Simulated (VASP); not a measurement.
# Al15CuN16 (a cell with a defect) in VASP: notebook

Runs on Al15CuN16 (a cell with a defect). Level: PBE. Tasks: single point.

Program: VASP 6.6.1. These are calculated values, not measurements. Logs are shortened: lines on timing, memory, paths and dates and some standing lists are left out, and cuts for length are marked.

## 1. The cell of the first run

The cell holds a defect, 32 atoms: a = 6.260 Å, b = 6.260 Å, c = 10.035 Å, α = 90.00°, β = 90.00°, γ = 120.00°.

## 2. Single point, PBE

File INCAR:

```
PREC = Accurate
ENCUT = 520
EDIFF = 1E-6
ISMEAR = -1
SIGMA = 0.01
LREAL = Auto
LASPH = T
NELM = 120
ALGO = Normal
ISIF = 2
LWAVE = F
LCHARG = T
GGA = PE
LELF = T
LVHAR = T
NBANDS = 90
GGA_COMPAT = F
ISYM = -1
```

File KPOINTS:

```
explicit points
1
Reciprocal
  0.25000000   0.25000000   0.25000000 1
```

File POSCAR:

```
Al15CuN16
1.0
    6.2595139128      0.0000000578      0.0000000000
   -3.1297570064      5.4208980350      0.0000000000
    0.0000000000      0.0000000000     10.0348065929
Al Cu N
15 1 16
Direct
    0.3343626313      0.1666511766      0.2499647537
    0.3349435608      0.1673204610      0.7498563960
    0.1672383730      0.3348073422      1.0003668554
    0.3365990350      0.6671861631      0.2509333068
    0.1656645974      0.8335511516      0.5019391373
    0.3366103175      0.6715955857      0.7505178416
    0.1671605589      0.8336839024      1.0005676915
    0.8337527411      0.1643933798      0.2511954234
    0.6681958122      0.3354043415      0.5017198825
    0.8314614596      0.1663205192      0.7501480190
    0.6672160925      0.3342572349      1.0006898889
    0.8351461907      0.6662139040      0.2508942440
    0.6688227437      0.8328650687      0.5020719072
    0.8344869139      0.6675833988      0.7514638347
    0.6680898536      0.8337787306      1.0003787074
    0.1620026269      0.3394261416      0.4988393693
    0.3373784389      0.1639077326      0.4389928511
    0.1687490561      0.3322548148      0.1904344048
    0.3322031253      0.1685110028      0.9403519202
    0.1684528183      0.3357777748      0.6969894022
    0.3450296509      0.6856087204      0.4399879956
    0.1694170745      0.8318116674      0.1900879104
    0.3336174109      0.6695119593      0.9405005913
    0.1684096659      0.8337982855      0.6912056446
    0.8156125935      0.1554851827      0.4396634858
    0.6696806418      0.3320048922      0.1902728709
    0.8325922387      0.1687644509      0.9405073475
    0.6685579276      0.3337400181      0.6911331279
    0.8337545614      0.6674667296      0.4405696332
    0.6700295038      0.8308353715      0.1892056675
    0.8331704459      0.6681218171      0.9407157832
    0.6696700543      0.8330836339      0.6918654621
```

Potentials or basis: VASP PAW PBE potentials, release 64 (Al, Cu, N).

Launch:

```
$ cat potpaw_PBE.64/Al/POTCAR potpaw_PBE.64/Cu/POTCAR potpaw_PBE.64/N/POTCAR > POTCAR
$ mpirun -np 1 vasp_std > vasp.out
```

OUTCAR:

```text
PREC = Accurate
   ENCUT = 520
   EDIFF = 1E-6
   ISMEAR = -1
   LREAL = Auto
   LASPH = T
   NELM = 120
   ISIF = 2
   GGA = PE
   ISYM = -1

 ion  position               nearest neighbor table
   1  0.334  0.167  0.250-  18 1.89  17 1.90  22 1.91  26 1.91  11 3.08   7 3.09   3 3.09   5 3.11
                             9 3.11   4 3.13   8 3.13  12 3.13  12 3.13   8 3.13   4 3.13
   2  0.335  0.167  0.750-  20 1.89  24 1.90  28 1.90  19 1.91   5 3.08   9 3.08  11 3.10   7 3.10
                             3 3.10   6 3.11  10 3.11  14 3.13  14 3.13  10 3.15   6 3.15
   3  0.167  0.335  0.000-  19 1.89  18 1.91  27 1.91  23 1.91   4 3.09   1 3.09   8 3.10  10 3.10
                             6 3.10   2 3.10   7 3.12  11 3.13  15 3.13  15 3.13  11 3.13   7 3.14
   4  0.337  0.667  0.251-  22 1.90  21 1.90  30 1.91  18 1.91  16 3.06  15 3.09   3 3.09  13 3.10
                             7 3.10   8 3.11   5 3.11  12 3.12   1 3.13   1 3.13  12 3.14   8 3.15
   5  0.166  0.834  0.502-  21 1.88  24 1.90  17 1.90  29 1.90   2 3.08   6 3.08  14 3.08  12 3.09
                             1 3.11  13 3.11   4 3.11   9 3.12   9 3.14  13 3.15
   6  0.337  0.672  0.751-  24 1.89  20 1.90  32 1.90  23 1.91  13 3.08   5 3.08  15 3.08   7 3.09
                            10 3.10   3 3.10   2 3.11  14 3.13  14 3.13   2 3.15  10 3.16
   7  0.167  0.834  0.001-  23 1.89  22 1.90  31 1.91  19 1.91  14 3.08   1 3.09   6 3.09  12 3.09
                             2 3.10   4 3.10   3 3.12  15 3.12  11 3.13  11 3.13  15 3.14   3 3.14
   8  0.834  0.164  0.251-  25 1.89  26 1.90  30 1.91  18 1.92  16 3.06  15 3.09  13 3.09   3 3.10
                            11 3.11   9 3.11   4 3.11  12 3.12   1 3.13   1 3.13  12 3.14   4 3.15
   9  0.668  0.335  0.502-  25 1.88  28 1.90  17 1.90  29 1.90  10 3.08   2 3.08  16 3.08  14 3.09
                            12 3.09   8 3.11   1 3.11  13 3.11   5 3.12   5 3.14  13 3.15
  10  0.831  0.166  0.750-  28 1.89  32 1.90  20 1.90  27 1.91   9 3.08  13 3.08  15 3.09  11 3.09
                             6 3.10   3 3.10   2 3.11  14 3.13  14 3.13   2 3.15   6 3.16
  11  0.667  0.334  0.001-  27 1.89  26 1.90  31 1.91  19 1.91   1 3.08  14 3.09  12 3.09  10 3.09
                             2 3.10   8 3.11  15 3.12   7 3.13   3 3.13   3 3.13   7 3.13  15 3.14
  12  0.835  0.666  0.251-  30 1.89  29 1.90  26 1.91  22 1.91  11 3.09   7 3.09   9 3.09   5 3.09
                            15 3.10  13 3.10   8 3.12   4 3.12   1 3.13   1 3.13   4 3.14   8 3.14
  13  0.669  0.833  0.502-  25 1.86  21 1.86  29 1.89  32 1.90   6 3.08  10 3.08  14 3.08   8 3.09
                             4 3.10  12 3.10   5 3.11   9 3.11   9 3.15   5 3.15
  14  0.834  0.668  0.751-  32 1.89  31 1.90  28 1.91  24 1.91  13 3.08  15 3.08   5 3.08   7 3.08
                            11 3.09   9 3.09  10 3.13   6 3.13   2 3.13   2 3.13   6 3.13  10 3.13
  15  0.668  0.834  0.000-  31 1.89  30 1.90  23 1.91  27 1.91  14 3.08   6 3.08   8 3.09   4 3.09
                            10 3.09  12 3.10  11 3.12   7 3.12   3 3.13   3 3.13   7 3.14  11 3.14
  16  0.162  0.339  0.499-  21 1.97  25 1.97  20 1.99  17 1.99   8 3.06   4 3.06   9 3.08
  17  0.337  0.164  0.439-   1 1.90   5 1.90   9 1.90  16 1.99
  18  0.169  0.332  0.190-   1 1.89   3 1.91   4 1.91   8 1.92
  19  0.332  0.169  0.940-   3 1.89   2 1.91   7 1.91  11 1.91
  20  0.168  0.336  0.697-   2 1.89   6 1.90  10 1.90  16 1.99
  21  0.345  0.686  0.440-  13 1.86   5 1.88   4 1.90  16 1.97
  22  0.169  0.832  0.190-   4 1.90   7 1.90  12 1.91   1 1.91
[... 8 lines left out ...]
  31  0.833  0.668  0.941-  15 1.89  14 1.90  11 1.91   7 1.91
  32  0.670  0.833  0.692-  14 1.89  10 1.90   6 1.90  13 1.90

IMPORTANT INFORMATION: All symmetrisations will be switched off!
NOSYMM: (Re-)initialisation of all symmetry stuff for point group C_1.

----------------------------------------------------------------------------------------

                                     Primitive cell

  volume of cell :     340.5029

  direct lattice vectors                    reciprocal lattice vectors
     6.259513913  0.000000058  0.000000000     0.159756813  0.092235641  0.000000000
    -3.129757006  5.420898035  0.000000000    -0.000000002  0.184471279  0.000000000
     0.000000000  0.000000000 10.034806593     0.000000000  0.000000000  0.099653141

  length of vectors
     6.259513913  6.259513913 10.034806593     0.184471279  0.184471279  0.099653141

  position of ions in fractional coordinates (direct lattice)
     0.334362631  0.166651177  0.249964754
     0.334943561  0.167320461  0.749856396
     0.167238373  0.334807342  0.000366855
     0.336599035  0.667186163  0.250933307
     0.165664597  0.833551152  0.501939137
     0.336610318  0.671595586  0.750517842
[... 24 lines left out ...]
     0.833170446  0.668121817  0.940715783
     0.669670054  0.833083634  0.691865462

  ion indices of the primitive-cell ions
   primitive index   ion index
                 1           1
                 2           2
                 3           3
                 4           4
                 5           5
                 6           6
[... 24 lines left out ...]
                31          31
                32          32

----------------------------------------------------------------------------------------

 KPOINTS: explicit points

Read explicit list of k-points.

 Found      1 k-points:

 Following reciprocal coordinates:
            Coordinates               Weight
  0.250000  0.250000  0.250000      1.000000
   k-points           NKPTS =      1   k-points in BZ     NKDIM =      1   number of bands    NBANDS=     90
   number of dos      NEDOS =    301   number of ions     NIONS =     32
   total plane-waves  NPLWV = 184320
   dimension x,y,z NGX =    48 NGY =   48 NGZ =   80
   dimension x,y,z NGXF=    96 NGYF=   96 NGZF=  160
   ions per type =              15   1  16
   NGX,Y,Z   is equivalent  to a cutoff of  12.75, 12.75, 13.25 a.u.
   NGXF,Y,Z  is equivalent  to a cutoff of  25.50, 25.50, 26.51 a.u.
 SYSTEM =  unknown system
   PREC   = accura    normal or accurate (medium, high low for compatibility)
   ISTART =      0    job   : 0-new  1-cont  2-samecut
   ICHARG =      2    charge: 1-file 2-atom 10-const
   ISPIN  =      1    spin polarized calculation?
   LNONCOLLINEAR =      F non collinear calculations
   LSORBIT =      F    spin-orbit coupling
   LASPH  =      T    aspherical Exc in radial PAW
   ENCUT  =  520.0 eV  38.22 Ry    6.18 a.u.  11.64 11.64 18.66*2*pi/ulx,y,z
   NELM   =    120;   NELMIN=  2; NELMDL= -5     # of ELM steps
   EDIFF  = 0.1E-05   stopping-criterion for ELM
   LREAL  =      T    real-space projection
   EDIFFG = 0.1E-04   stopping-criterion for IOM
   NSW    =      0    number of steps for IOM
   IBRION =     -1    ionic relax: 0-MD 1-quasi-New 2-CG
   NFREE  =      0    steps in history (QN), initial steepest desc. (CG)
   ISIF   =      2    stress and relaxation
   ISYM   =     -1    0-nonsym 1-usesym 2-fastsym
   POTIM  = 0.5000    time-step for ionic-motion
   TEBEG  =    0.0;   TEEND  =   0.0 temperature during run
   PSTRESS=    0.0 pullay stress
   NELECT =     136.0000    total number of electrons
   NUPDOWN=      -1.0000    fix difference up-down
   EMIN   =  10.00;   EMAX   =-10.00  energy-range for DOS
   EFERMI =   0.00;   METHOD = LEGACY
   ISMEAR =    -1;   SIGMA  =   0.01  broadening in eV -4-tet -1-fermi 0-gaus
   EFERMI_NEDOS =   21; number of points for ismear=-14 and -15
   IALGO  =     38    algorithm
   IMIX   =      4    mixing-type and parameters
     AMIX     =   0.40;   BMIX     =  1.00
     AMIX_MAG =   1.60;   BMIX_MAG =  1.00
  volume/ion in A,a.u.               =      10.64        71.81
  Fermi-wavevector in a.u.,A,eV,Ry     =   1.205630  2.278311 19.776675  1.453545
  Thomas-Fermi vector in A             =   2.341321
   LORBIT       =      0    0 simple, 1 ext, 2 COOP (PROOUT), +10 PAW based schemes
   GGA     = PE    functional components
   LHFCALC =     F    Hartree Fock is set to
   AEXX    =    0.0000 exact exchange contribution
   IVDW    =     0    specifies the selected vdW correction
   LEPSILON=     F    determine dielectric tensor
   LRPA    =     F    only Hartree local field effects (RPA)
 non-spin polarized calculation
  energy-cutoff  :      520.00
  volume of cell :      340.50
 maximum number of plane-waves:      9148
 NGX is ok and might be reduce to    48
   NGX = 23   NGY = 23   NGZ = 37

 number of electron     135.9999993 magnetization

 Free energy of the ion-electron system (eV)
  ---------------------------------------------------
  ext. energy  EPLUGINS =         0.00000000
  ---------------------------------------------------
  free energy    TOTEN  =      -234.81806520 eV

  energy without entropy =     -234.79067504  energy(sigma->0) =     -234.80437012

 E-fermi :   6.4007     XC(G=0): -10.8955

 val. band max:        6.3981296245   @ k =   0.2500   0.2500   0.2500
 cond. band min:       6.4033340602   @ k =   0.2500   0.2500   0.2500
 fundamental gap:      0.0052044356
 Fermi energy:         6.4007318424

 k-point     1 :       0.2500    0.2500    0.2500
  band No.  band energies     occupation
      1      -8.6659      2.00000
      2      -8.2563      2.00000
      3      -8.0620      2.00000
      4      -8.0136      2.00000
      5      -7.7236      2.00000
      6      -7.6716      2.00000
[... 72 lines left out ...]
     79      12.7695      0.00000
     80      12.9566      0.00000
 [bands above 80 left out]

------------------------ aborting loop because EDIFF is reached ----------------------------------------

  FORCE on cell =-STRESS in cart. coord.  units (eV):
  Direction    XX          YY          ZZ          XY          YZ          ZX
  --------------------------------------------------------------------------------------
  -------------------------------------------------------------------------------------
  Total        2.8633771     -4.6657871      6.6341121     -6.6412826      1.1395902     -0.4370924
  in kB       13.4731229    -21.9540499     31.2156606    -31.2494002      5.3621436     -2.0566625
  external PRESSURE =       7.5782445 kB  Pullay stress =       0.0000000 kB

 VOLUME and BASIS-vectors are now :
 -----------------------------------------------------------------------------
  energy-cutoff  :      520.00
  volume of cell :      340.50
      direct lattice vectors                 reciprocal lattice vectors
     6.259513913  0.000000058  0.000000000     0.159756813  0.092235641  0.000000000
    -3.129757006  5.420898035  0.000000000    -0.000000002  0.184471279  0.000000000
     0.000000000  0.000000000 10.034806593     0.000000000  0.000000000  0.099653141

 POSITION                                       TOTAL-FORCE (eV/Angst)
 -----------------------------------------------------------------------------------
      1.57137      0.90340      2.50835         0.001263      0.000076      0.017606
      1.57291      0.90703      7.52466        -0.002777      0.003694     -0.005591
     -0.00103      1.81496      0.00368        -0.001156      0.004733     -0.001858
      0.01882      3.61675      2.51807        -0.001188     -0.002801     -0.002811
     -1.57183      4.51860      5.03686        -0.008045      0.010534      0.002167
      0.00509      3.64065      7.53130        -0.003664     -0.005061      0.001461
[... 24 lines left out ...]
      3.12418      3.62182      9.43990        -0.001692     -0.000750     -0.001008
      1.58446      4.51606      6.94274        -0.003218     -0.002332     -0.006196
 -----------------------------------------------------------------------------------
    total drift:                                0.002114      0.012731      0.015028

  FREE ENERGIE OF THE ION-ELECTRON SYSTEM (eV)
  ---------------------------------------------------
  free  energy   TOTEN  =      -234.8180651991 eV

  energy  without entropy=     -234.7906750443  energy(sigma->0) =     -234.80437012
```

Run time: 3.1 min. Hardware: 1 thread of AMD EPYC 7R43 (Zen 3), shared host; peak memory 0.37 GiB.

What came out:

- Free energy: -234.8181 eV
- Pressure: 0.8 GPa
- Largest force: 0.054 eV/Å

Forces in eV/Å, atoms in the order of the input:
```
Al   0.001  0.000  0.018
Al  -0.003  0.004 -0.006
Al  -0.001  0.005 -0.002
Al  -0.001 -0.003 -0.003
Al  -0.008  0.011  0.002
Al  -0.004 -0.005  0.001
Al   0.001  0.001  0.000
Al   0.005  0.006 -0.004
Al  -0.010 -0.003  0.002
Al   0.009  0.009 -0.001
Al  -0.002  0.001 -0.003
Al   0.003 -0.001  0.004
Al   0.017 -0.005  0.013
Al   0.003  0.000 -0.002
Al   0.001  0.000 -0.002
Cu  -0.013 -0.008 -0.014
N    0.041 -0.028 -0.022
N   -0.002  0.001  0.000
N    0.002  0.001 -0.002
N   -0.005 -0.003  0.049
N   -0.005  0.039 -0.013
N    0.001 -0.001 -0.002
N    0.000 -0.001  0.002
N    0.000 -0.002  0.000
N   -0.025 -0.012 -0.009
N    0.000 -0.001  0.001
N    0.000  0.000  0.002
N    0.000 -0.001 -0.002
N   -0.001  0.001 -0.001
N   -0.001  0.000  0.001
N   -0.002 -0.001 -0.001
N   -0.003 -0.002 -0.006
```

Levels at points of the mesh, in eV from the Fermi level:
```
           k point  band 65  band 66  band 67  band 68  band 69  band 70  band 71  band 72
(0.25, 0.25, 0.25)    -1.08    -0.96    -0.47     0.00     0.00     5.00     5.42     5.62
```

## 3. Single point, PBE

File INCAR:

```
SYSTEM = Al15CuN16
ALGO     = Normal         ! electronic algorithm
EDIFF    = 1E-6           ! SCF threshold, eV
ENCUT    = 520            ! plane-wave cutoff, eV
GGA      = PE             ! functional
GGA_COMPAT= .False.      
ISIF     = 2              ! what is computed and relaxed
ISMEAR   = -1             ! smearing method
ISYM     = -1           
LASPH    = .True.         ! aspherical terms in the spheres
LCHARG   = .False.        ! write CHGCAR
LREAL    = Auto         
LWAVE    = .False.        ! write WAVECAR
NBANDS   = 90             ! bands
NELECT   = 138.0        
NELM     = 120            ! most SCF steps
PREC     = Accurate       ! precision mode
SIGMA    = 0.01           ! smearing width, eV
```

KPOINTS is that of step 2.

File POSCAR:

```
Al15CuN16
1.0
    6.2595139128      0.0000000578      0.0000000000
   -3.1297570064      5.4208980350      0.0000000000
    0.0000000000      0.0000000000     10.0348065929
Al Cu N
15 1 16
Direct
    0.3334810138      0.1665371335      0.2536688740
    0.3335292715      0.1665980544      0.7471977649
    0.1672670329      0.3325851675      0.9931492140
    0.3338240218      0.6635935012      0.2530129535
    0.1730379275      0.8357167072      0.4961409501
    0.3326929791      0.6639102185      0.7471441203
    0.1678875060      0.8331676285      0.9999017625
    0.8361921187      0.1660006541      0.2530406766
    0.6646962404      0.3274219964      0.4961468031
    0.8361001671      0.1672603871      0.7471348695
    0.6669032410      0.3320533430      0.9998631987
    0.8345964886      0.6654231163      0.2508558624
    0.6656567970      0.8346771391      0.4963590340
    0.8340734635      0.6659878707      0.7463275951
    0.6669016938      0.8329993221      0.9993728574
    0.1629440787      0.3372925033      0.5090036198
    0.3404777575      0.1599327840      0.4358106786
    0.1689970559      0.3307808111      0.1838554492
    0.3352844220      0.1645619110      0.9399217868
    0.1686419923      0.3314863854      0.7146800183
    0.3450311399      0.6876551123      0.4348272603
    0.1669773187      0.8300459166      0.1871221428
    0.3349929011      0.6721280711      0.9401004440
    0.1686327578      0.8318572703      0.6896318967
    0.8126935362      0.1552810504      0.4348898262
    0.6701102758      0.3330744268      0.1870699759
    0.8275890910      0.1646173362      0.9399697169
    0.6682500338      0.3313771201      0.6896217058
    0.8335905192      0.6667466278      0.4388347558
    0.6700116561      0.8298817520      0.1865203940
    0.8327385268      0.6669558592      0.9374407501
    0.6682550344      0.8316444600      0.6904261680
```

Potentials or basis: VASP PAW PBE potentials, release 64 (Al, Cu, N).

Launch:

```
$ cat potpaw_PBE.64/Al/POTCAR potpaw_PBE.64/Cu/POTCAR potpaw_PBE.64/N/POTCAR > POTCAR
$ mpirun -np 1 vasp_std > vasp.out
```

Wall time 83 s (1 thread of AMD EPYC 7R43 (Zen 3), shared host); peak memory 0.38 GiB.

The run converged. Its results:

```
Free energy   : -220.5348 eV
Largest force : 0.039 eV/Å
```

Forces on the atoms (eV/Å):
```
Al   0.002  0.003 -0.002
Al  -0.011  0.006  0.006
Al   0.003 -0.005 -0.002
Al  -0.005  0.003  0.006
Al   0.011 -0.008 -0.001
Al  -0.002  0.010  0.019
Al  -0.001 -0.006  0.003
Al   0.002  0.014  0.004
Al   0.013 -0.015 -0.002
Al  -0.006  0.001  0.015
Al  -0.003 -0.005  0.004
Al  -0.003  0.007 -0.005
Al   0.007 -0.004  0.000
Al  -0.002  0.002  0.011
Al   0.005 -0.010  0.003
Cu   0.011 -0.010 -0.005
N    0.008 -0.002 -0.003
N   -0.003 -0.005 -0.002
N   -0.004  0.009 -0.002
N    0.001 -0.001  0.013
N   -0.010  0.037 -0.007
N    0.002 -0.010  0.001
N    0.002 -0.002 -0.011
N    0.006 -0.005 -0.010
N   -0.036 -0.006 -0.010
N    0.006 -0.004  0.001
N    0.002  0.010 -0.008
N    0.007 -0.003 -0.009
N   -0.008  0.006  0.006
N    0.005 -0.009 -0.002
N   -0.001  0.005 -0.002
N    0.000 -0.003 -0.009
```

Levels at points of the mesh, in eV from the Fermi level:
```
           k point  band 67  band 68  band 69  band 70  band 71  band 72
(0.25, 0.25, 0.25)    -0.59    -0.39    -0.31     2.66     3.11     3.27
```

Caveat: the cell carries a net charge on a neutralising background, which shifts energy and pressure; the cell is charged against a uniform background, so pressure and absolute levels hang on convention.
